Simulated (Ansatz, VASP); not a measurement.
**S: VASP beside Ansatz**

```xyz
1
Lattice="15.0000 0.0000 0.0000 0.0000 15.5000 0.0000 0.0000 0.0000 16.0000" Properties=species:S:1:pos:R:3 pbc="T T T"
S     7.5000    7.7500    8.0000
```

Alike in both runs: task single point; functional PBEsol; k mesh 1 × 1 × 1; occupations gaussian, width 0.005 eV; collinear spin.

|  | VASP | Ansatz |
| --- | --- | --- |
| version | VASP 6.6.1 | Ansatz 0.2.0 |
| potentials or method | VASP PAW PBE potentials, release 64 (S), cutoff 520 eV | scalar-relativistic, plane waves, PAW |
| valence electrons in the cell | 6 | 6 |

```csv
,VASP,Ansatz,Ansatz less VASP
gap on the k mesh at the Fermi level (eV),1.69,0.41,-1.274
net moment per atom (μB),2.00,2.00,0.000
size of the moment on the site where the two differ most (μB),1.10,2.00,+0.896
```

VASP's potentials were made for PBE, not for PBEsol. Site moments also hang on the region over which each program counts them.
